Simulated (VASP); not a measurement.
# CaO in VASP: further runs

The runs below take CaO through single point, with PBE.

All numbers are computed with VASP 6.6.1; they aren't measurements. Logs are shortened: lines on timing, memory, paths and dates and some standing lists are left out, and cuts for length are marked.

## 1. The cell of the first run

Symmetry: Fm-3m, No. 225, cubic system. The conventional cell has a = 4.795 Å, b = 4.795 Å, c = 4.795 Å, α = 90.00°, β = 90.00°, γ = 90.00°. Within 3.2 Å of Ca (site symmetry m-3m) lie 6 O at 2.40 Å. Within 3.2 Å of O (site symmetry m-3m) lie 6 Ca at 2.40 Å.

## 2. Single point, PBE

Input file INCAR:

```
SYSTEM = CaO
PREC = Accurate
ENCUT = 520
EDIFF = 1E-6
ISMEAR = 0
SIGMA = 0.01
LREAL = .FALSE.
LASPH = .TRUE.
NELM = 80
ALGO = Normal
ISIF = 2
LWAVE = .FALSE.
LCHARG = .TRUE.
GGA = PE
LELF = .TRUE.
LVHAR = .TRUE.
NBANDS = 15
```

Input file KPOINTS:

```
Automatic mesh
0
G
  6 6 6
  0 0 0
```

Input file POSCAR:

```
CaO
1.0
    0.0000000000      2.3975501260      2.3975501260
    2.3975501260      0.0000000000      2.3975501260
    2.3975501260      2.3975501260      0.0000000000
Ca O
1 1
Direct
    0.0000000000      0.0000000000      0.0000000000
    0.5000000000      0.5000000000      0.5000000000
```

Potentials or basis: VASP PAW PBE potentials, release 64 (Ca_sv, O).

The run is started by

```console
$ cat potpaw_PBE.64/Ca_sv/POTCAR potpaw_PBE.64/O/POTCAR > POTCAR
$ mpirun -np 1 vasp_std > vasp.out
```

OUTCAR:

```text
SYSTEM = CaO
   PREC = Accurate
   ENCUT = 520
   EDIFF = 1E-6
   ISMEAR = 0
   LREAL = .FALSE.
   LASPH = .TRUE.
   NELM = 80
   ISIF = 2
   GGA = PE

 ion  position               nearest neighbor table
   1  0.000  0.000  0.000-   2 2.40   2 2.40   2 2.40   2 2.40   2 2.40   2 2.40
   2  0.500  0.500  0.500-   1 2.40   1 2.40   1 2.40   1 2.40   1 2.40   1 2.40

  LATTYP: Found a face centered cubic cell.
 ALAT       =     4.7951002520

  Lattice vectors:

 A1 = (   0.0000000000,   2.3975501260,   2.3975501260)
 A2 = (   2.3975501260,   0.0000000000,   2.3975501260)
 A3 = (   2.3975501260,   2.3975501260,   0.0000000000)

Analysis of symmetry for initial positions (statically):
=====================================================================
 Subroutine PRICEL returns:
 Original cell was already a primitive cell.

 Routine SETGRP: Setting up the symmetry group for a
 face centered cubic supercell.

 Subroutine GETGRP returns: Found 48 space group operations
 (whereof 48 operations were pure point group operations)
 out of a pool of 48 trial point group operations.

The static configuration has the point symmetry O_h .

Analysis of symmetry for dynamics (positions and initial velocities):
=====================================================================
 Subroutine PRICEL returns:
 Original cell was already a primitive cell.

 Routine SETGRP: Setting up the symmetry group for a
 face centered cubic supercell.

 Subroutine GETGRP returns: Found 48 space group operations
 (whereof 48 operations were pure point group operations)
 out of a pool of 48 trial point group operations.

The dynamic configuration has the point symmetry O_h .

 Subroutine INISYM returns: Found 48 space group operations
 (whereof 48 operations are pure point group operations),
 and found     1 'primitive' translations

----------------------------------------------------------------------------------------

                                     Primitive cell

  volume of cell :      27.5634

  direct lattice vectors                    reciprocal lattice vectors
     0.000000000  2.397550126  2.397550126    -0.208546213  0.208546213  0.208546213
     2.397550126  0.000000000  2.397550126     0.208546213 -0.208546213  0.208546213
     2.397550126  2.397550126  0.000000000     0.208546213  0.208546213 -0.208546213

  length of vectors
     3.390647905  3.390647905  3.390647905     0.361212637  0.361212637  0.361212637

  position of ions in fractional coordinates (direct lattice)
     0.000000000  0.000000000  0.000000000
     0.500000000  0.500000000  0.500000000

  ion indices of the primitive-cell ions
   primitive index   ion index
                 1           1
                 2           2

----------------------------------------------------------------------------------------

 KPOINTS: Automatic mesh

Automatic generation of k-mesh.
 Grid dimensions read from file:
 generate k-points for:    6    6    6

 Generating k-lattice:

  Cartesian coordinates                     Fractional coordinates (reciprocal lattice)
    -0.034757702  0.034757702  0.034757702     0.166666667  0.000000000  0.000000000
     0.034757702 -0.034757702  0.034757702     0.000000000  0.166666667  0.000000000
     0.034757702  0.034757702 -0.034757702     0.000000000  0.000000000  0.166666667

  Length of vectors
     0.060202106  0.060202106  0.060202106

  Shift w.r.t. Gamma in fractional coordinates (k-lattice)
     0.000000000  0.000000000  0.000000000

 Subroutine IBZKPT returns following result:
 ===========================================

 Found     16 irreducible k-points:

 Following reciprocal coordinates:
            Coordinates               Weight
  0.000000  0.000000  0.000000      1.000000
  0.166667  0.000000  0.000000      8.000000
  0.333333  0.000000  0.000000      8.000000
  0.500000  0.000000  0.000000      4.000000
  0.166667  0.166667  0.000000      6.000000
  0.333333  0.166667  0.000000     24.000000
[... 8 lines left out ...]
 -0.333333  0.333333  0.166667     24.000000
 -0.333333  0.500000  0.166667     12.000000
   k-points           NKPTS =     16   k-points in BZ     NKDIM =     16   number of bands    NBANDS=     15
   number of dos      NEDOS =    301   number of ions     NIONS =      2
   total plane-waves  NPLWV =  21952
   dimension x,y,z NGX =    28 NGY =   28 NGZ =   28
   dimension x,y,z NGXF=    56 NGYF=   56 NGZF=   56
   ions per type =               1   1
   NGX,Y,Z   is equivalent  to a cutoff of  13.73, 13.73, 13.73 a.u.
   NGXF,Y,Z  is equivalent  to a cutoff of  27.46, 27.46, 27.46 a.u.
 SYSTEM =  CaO
   PREC   = accura    normal or accurate (medium, high low for compatibility)
   ISTART =      0    job   : 0-new  1-cont  2-samecut
   ICHARG =      2    charge: 1-file 2-atom 10-const
   ISPIN  =      1    spin polarized calculation?
   LNONCOLLINEAR =      F non collinear calculations
   LSORBIT =      F    spin-orbit coupling
   LASPH  =      T    aspherical Exc in radial PAW
   ENCUT  =  520.0 eV  38.22 Ry    6.18 a.u.   6.30  6.30  6.30*2*pi/ulx,y,z
   NELM   =     80;   NELMIN=  2; NELMDL= -5     # of ELM steps
   EDIFF  = 0.1E-05   stopping-criterion for ELM
   LREAL  =      F    real-space projection
   EDIFFG = 0.1E-04   stopping-criterion for IOM
   NSW    =      0    number of steps for IOM
   IBRION =     -1    ionic relax: 0-MD 1-quasi-New 2-CG
   NFREE  =      0    steps in history (QN), initial steepest desc. (CG)
   ISIF   =      2    stress and relaxation
   ISYM   =      2    0-nonsym 1-usesym 2-fastsym
   POTIM  = 0.5000    time-step for ionic-motion
   TEBEG  =    0.0;   TEEND  =   0.0 temperature during run
   PSTRESS=    0.0 pullay stress
   NELECT =      16.0000    total number of electrons
   NUPDOWN=      -1.0000    fix difference up-down
   EMIN   =  10.00;   EMAX   =-10.00  energy-range for DOS
   EFERMI =   0.00;   METHOD = LEGACY
   ISMEAR =     0;   SIGMA  =   0.01  broadening in eV -4-tet -1-fermi 0-gaus
   EFERMI_NEDOS =   21; number of points for ismear=-14 and -15
   IALGO  =     38    algorithm
   IMIX   =      4    mixing-type and parameters
     AMIX     =   0.40;   BMIX     =  1.00
     AMIX_MAG =   1.60;   BMIX_MAG =  1.00
  volume/ion in A,a.u.               =      13.78        93.00
  Fermi-wavevector in a.u.,A,eV,Ry     =   1.365643  2.580691 25.374598  1.864980
  Thomas-Fermi vector in A             =   2.491853
   LORBIT       =      0    0 simple, 1 ext, 2 COOP (PROOUT), +10 PAW based schemes
   GGA     = PE    functional components
   LHFCALC =     F    Hartree Fock is set to
   AEXX    =    0.0000 exact exchange contribution
   IVDW    =     0    specifies the selected vdW correction
   LEPSILON=     F    determine dielectric tensor
   LRPA    =     F    only Hartree local field effects (RPA)
 non-spin polarized calculation
 Gauss-broadening in eV      SIGMA  =   0.01
  energy-cutoff  :      520.00
  volume of cell :       27.56
 maximum number of plane-waves:       754
 NGX is ok and might be reduce to    28
   NGX = 13   NGY = 13   NGZ = 13

 number of electron      15.9999997 magnetization

 Free energy of the ion-electron system (eV)
  ---------------------------------------------------
  ext. energy  EPLUGINS =         0.00000000
  ---------------------------------------------------
  free energy    TOTEN  =       -12.79763600 eV

  energy without entropy =      -12.79763600  energy(sigma->0) =      -12.79763600

 E-fermi :   2.5638     XC(G=0): -10.5097

 val. band max:        2.3907949965   @ k =   0.0000   0.0000   0.0000
 cond. band min:       6.0235999954   @ k =   0.5000   0.5000   0.0000
 fundamental gap:      3.6328049989
 Fermi energy:         2.5637964351

 k-point     1 :       0.0000    0.0000    0.0000
  band No.  band energies     occupation
      1     -35.2181      2.00000
      2     -15.9768      2.00000
      3     -15.9768      2.00000
      4     -15.9768      2.00000
      5     -13.1552      2.00000
      6       2.3908      2.00000
      7       2.3908      2.00000
      8       2.3908      2.00000
      9       7.1612      0.00000
     10       8.6329      0.00000
     11       8.6329      0.00000
     12       8.6329      0.00000
     13      10.1489      0.00000
     14      10.1489      0.00000
     15      17.5070      0.00000

 k-point     2 :       0.1667    0.0000    0.0000
  band No.  band energies     occupation
      1     -35.1917      2.00000
      2     -16.3344      2.00000
      3     -15.9906      2.00000
      4     -15.9906      2.00000
      5     -12.7801      2.00000
      6       1.5283      2.00000
      7       2.0361      2.00000
      8       2.0361      2.00000
      9       8.2657      0.00000
     10       8.6180      0.00000
     11       9.0953      0.00000
     12       9.0953      0.00000
     13      10.7816      0.00000
     14      10.7816      0.00000
     15      18.3713      0.00000

 k-point     3 :       0.3333    0.0000    0.0000
  band No.  band energies     occupation
      1     -35.1386      2.00000
      2     -16.8898      2.00000
      3     -16.0180      2.00000
      4     -16.0180      2.00000
      5     -12.1847      2.00000
      6       0.2621      2.00000
      7       1.4358      2.00000
      8       1.4358      2.00000
      9       8.9518      0.00000
     10      10.1571      0.00000
     11      10.1571      0.00000
     12      10.1961      0.00000
     13      12.0848      0.00000
     14      12.0848      0.00000
     15      17.6833      0.00000

 k-point     4 :       0.5000    0.0000    0.0000
  band No.  band energies     occupation
      1     -35.1117      2.00000
      2     -17.1231      2.00000
      3     -16.0315      2.00000
      4     -16.0315      2.00000
      5     -11.9286      2.00000
      6      -0.2649      2.00000
      7       1.1741      2.00000
      8       1.1741      2.00000
      9       9.4732      0.00000
     10      10.7836      0.00000
     11      10.7836      0.00000
     12      10.9498      0.00000
     13      12.8708      0.00000
     14      12.8708      0.00000
     15      16.6923      0.00000
[... 163 lines left out ...]
 k-point    14 :       0.5000    0.3333    0.1667
  band No.  band energies     occupation
      1     -35.1048      2.00000
      2     -16.7390      2.00000
      3     -16.2400      2.00000
      4     -16.1136      2.00000
      5     -12.3859      2.00000
      6       0.5458      2.00000
      7       1.4087      2.00000
      8       1.6435      2.00000
      9       7.8054      0.00000
     10       9.9852      0.00000
     11      10.8964      0.00000
     12      11.1203      0.00000
     13      12.1555      0.00000
     14      13.7159      0.00000
     15      17.6948      0.00000

 k-point    15 :      -0.3333    0.3333    0.1667
  band No.  band energies     occupation
      1     -35.0874      2.00000
      2     -16.7353      2.00000
      3     -16.3135      2.00000
      4     -16.1753      2.00000
      5     -12.3641      2.00000
      6       0.6607      2.00000
      7       1.2947      2.00000
      8       1.3749      2.00000
      9       8.9497      0.00000
     10       8.9551      0.00000
     11      11.1141      0.00000
     12      11.5310      0.00000
     13      12.5365      0.00000
     14      15.3567      0.00000
     15      16.1981      0.00000

 k-point    16 :      -0.3333    0.5000    0.1667
  band No.  band energies     occupation
      1     -35.0795      2.00000
      2     -16.4991      2.00000
      3     -16.3699      2.00000
      4     -16.3076      2.00000
      5     -12.6124      2.00000
      6       1.1806      2.00000
      7       1.3089      2.00000
      8       1.5813      2.00000
      9       7.4236      0.00000
     10      10.0932      0.00000
     11      10.7770      0.00000
     12      11.9762      0.00000
     13      12.1394      0.00000
     14      15.3882      0.00000
     15      16.1372      0.00000

------------------------ aborting loop because EDIFF is reached ----------------------------------------

  FORCE on cell =-STRESS in cart. coord.  units (eV):
  Direction    XX          YY          ZZ          XY          YZ          ZX
  --------------------------------------------------------------------------------------
  -------------------------------------------------------------------------------------
  Total        0.5254658      0.5254658      0.5254658      0.0000000      0.0000000     -0.0000000
  in kB       30.5437190     30.5437190     30.5437190      0.0000000      0.0000000     -0.0000000
  external PRESSURE =      30.5437190 kB  Pullay stress =       0.0000000 kB

 VOLUME and BASIS-vectors are now :
 -----------------------------------------------------------------------------
  energy-cutoff  :      520.00
  volume of cell :       27.56
      direct lattice vectors                 reciprocal lattice vectors
     0.000000000  2.397550126  2.397550126    -0.208546213  0.208546213  0.208546213
     2.397550126  0.000000000  2.397550126     0.208546213 -0.208546213  0.208546213
     2.397550126  2.397550126  0.000000000     0.208546213  0.208546213 -0.208546213

 POSITION                                       TOTAL-FORCE (eV/Angst)
 -----------------------------------------------------------------------------------
      0.00000      0.00000      0.00000         0.000000     -0.000000      0.000000
      2.39755      2.39755      2.39755        -0.000000      0.000000      0.000000
 -----------------------------------------------------------------------------------
    total drift:                                0.000000      0.000000      0.000000

  FREE ENERGIE OF THE ION-ELECTRON SYSTEM (eV)
  ---------------------------------------------------
  free  energy   TOTEN  =       -12.7976360016 eV

  energy  without entropy=      -12.7976360016  energy(sigma->0) =      -12.79763600
```

Run time: 18 s. Hardware: 1 thread of AMD EPYC 7R43 (Zen 3), shared host; peak memory 0.12 GiB.

Results:

| Property | Result |
| --- | --- |
| Free energy | -12.7976 eV |
| Pressure | 3.1 GPa |
| Band gap on the k mesh | 3.63 eV, indirect (least direct gap 4.01 eV) |

Levels at points of the mesh, in eV from the valence-band top:
| k point | band 5 | band 6 | band 7 | band 8 | band 9 | band 10 | band 11 | band 12 |
| --- | --- | --- | --- | --- | --- | --- | --- | --- |
| (0.00, 0.00, 0.00) | -15.55 | 0.00 | 0.00 | 0.00 | 4.77 | 6.24 | 6.24 | 6.24 |
| (0.50, 0.00, 0.00) | -14.32 | -2.66 | -1.22 | -1.22 | 7.08 | 8.39 | 8.39 | 8.56 |
| (0.50, 0.50, 0.00) | -15.31 | -1.30 | -0.37 | -0.37 | 3.63 | 8.10 | 8.93 | 9.58 |

A k mesh can miss the band edges. Expect the measured gap to be larger: semilocal functionals such as PBE lack the derivative discontinuity.

(Continued in part 2 of 2.)
